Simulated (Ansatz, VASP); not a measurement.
**TiO2: VASP beside Ansatz**

Contents of INCAR:

```
PREC = Accurate ; ENCUT = 520
EDIFF = 1E-6 ; ISMEAR = -1
SIGMA = 0.05 ; LREAL = F
LASPH = T ; NELM = 80
ALGO = Normal ; ISIF = 2
LWAVE = F ; LCHARG = F
GGA = PS ; NBANDS = 19
```

File KPOINTS:

```
regular mesh
0
Gamma
  10 10 10
```

File POSCAR:

```
TiO2
1.0
    1.5266980925      0.8814395546      7.1184721853
   -1.5266980925      0.8814395546      7.1184721853
    0.0000000000     -1.7628791093      7.1184721853
Ti O
1 2
Direct
    0.0000000000      0.0000000000      0.0000000000
    0.3795330000      0.3795330000      0.3795330000
    0.6204670000      0.6204670000      0.6204670000
```

input.yaml

```yaml
crystal:
  lattice:
    - [1.5266980925, 0.8814395546, 7.1184721853]
    - [-1.5266980925, 0.8814395546, 7.1184721853]
    - [0.0, -1.7628791093, 7.1184721853]
  atoms:
    - { symbol: Ti, position: [0.0, 0.0, 0.0] }
    - { symbol: O, position: [0.379533, 0.379533, 0.379533] }
    - { symbol: O, position: [0.620467, 0.620467, 0.620467] }
hamiltonian:
  xc: pbesol
  pseudopotentials: { kind: paw }
kpoints:
  mp_grid: { grid: [10, 10, 10] }
scf:
  occupations: { method: fermi_dirac, width: 0.05 }
output:
  forces: true
  stress: true
  eigenvalues: true
```

Alike in both runs: task single point; functional PBEsol; k mesh 10 × 10 × 10; occupations fermi-dirac, width 0.05 eV; no spin polarisation.

|  | VASP | Ansatz |
| --- | --- | --- |
| version | VASP 6.6.1 | Ansatz 0.2.0 |
| potentials or method | VASP PAW PBE potentials, release 64 (Ti_sv, O) | Ansatz PAW |
| plane-wave cutoff (eV) | 520 | 420 |
| valence electrons in the cell | 24 | 24 |

VASP gave:

| Property | Result |
| --- | --- |
| gap on the k mesh at the Fermi level (eV) | 2.47 |
| least direct gap on the mesh (eV) | 2.67 |
| pressure (GPa) | -10.0 |
| traceless stress, the component that is largest in VASP (GPa) | 3.63 |
| rms of the force components (eV/Å) | 0.531 |

What did Ansatz give for the same quantities?

gap on the k mesh at the Fermi level (eV): 2.49; least direct gap on the mesh (eV): 2.69; pressure (GPa): -10.3; traceless stress, the component that is largest in VASP (GPa): 3.85; rms of the force components (eV/Å): 0.553.

VASP's potentials were made for PBE, not for PBEsol. Atom by atom the forces differ by 0.023 eV/Å (rms over components). The functional is the same, so the differences come from potentials, cutoffs and numerics.
